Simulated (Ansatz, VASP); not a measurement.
Ti: VASP beside Ansatz

Contents of INCAR:

```
PREC = Accurate ; ENCUT = 520
EDIFF = 1E-6 ; ISMEAR = -1
SIGMA = 0.08 ; LREAL = False
LASPH = True ; NELM = 100
ALGO = Normal ; ISIF = 2
LWAVE = False ; LCHARG = False
GGA = PE ; NBANDS = 12
```

File KPOINTS:

```
regular mesh
0
Gamma
  15 15 14
```

File POSCAR:

```
Ti
1.0
    2.3231570944      0.0000000000      0.0000000000
   -1.1615785472      2.0119130607      0.0000000000
    0.0000000000      0.0000000000      2.2720861582
Ti
1
Direct
    0.0000000000      0.0000000000      0.0000000000
```

Input for Ansatz:

```yaml
crystal:
  lattice:
    - [2.3231570944, 0.0, 0.0]
    - [-1.1615785472, 2.0119130607, 0.0]
    - [0.0, 0.0, 2.2720861582]
  atoms:
    - { symbol: Ti, position: [0.0, 0.0, 0.0] }
kpoints:
  mp_grid: { grid: [15, 15, 14] }
scf:
  occupations: { method: fermi_dirac, width: 0.08 }
hamiltonian:
  xc: pbe
  pseudopotentials: { kind: paw }
output:
  forces: true
  stress: true
  eigenvalues: true
  populations: true
  write_density: true
  write_potential: true
  elf: true
  volumetric_format: npy
```

Change from the starting cell: volume scaled by 0.6, PAW files.

Alike in both runs: task single point; functional PBE; k mesh 15 × 15 × 14; occupations fermi-dirac, width 0.08 eV; no spin polarisation.

|  | VASP | Ansatz |
| --- | --- | --- |
| version | VASP 6.6.1 | Ansatz 0.2.0 |
| potentials or method | VASP PAW PBE potentials, release 64 (Ti_sv) | PAW with Ansatz's default frozen-core files, scalar-relativistic |
| plane-wave cutoff (eV) | 520 | 420 |
| valence electrons in the cell | 12 | 12 |

Ansatz gave:

```
pressure (GPa)                                                : 114.0
traceless stress, the component that is largest in VASP (GPa) : -0.30
```

**Question.** Which values does VASP return?

**Answer.** Pressure (GPa): 114.1; traceless stress, the component that is largest in VASP (GPa): -0.59.

Both programs put the cell under a high pressure, so it lies far from rest at this level. With one functional, cell and mesh, what is left measures potentials, basis and numerics.

Noted on VASP's run: the cell as given lies far from equilibrium.
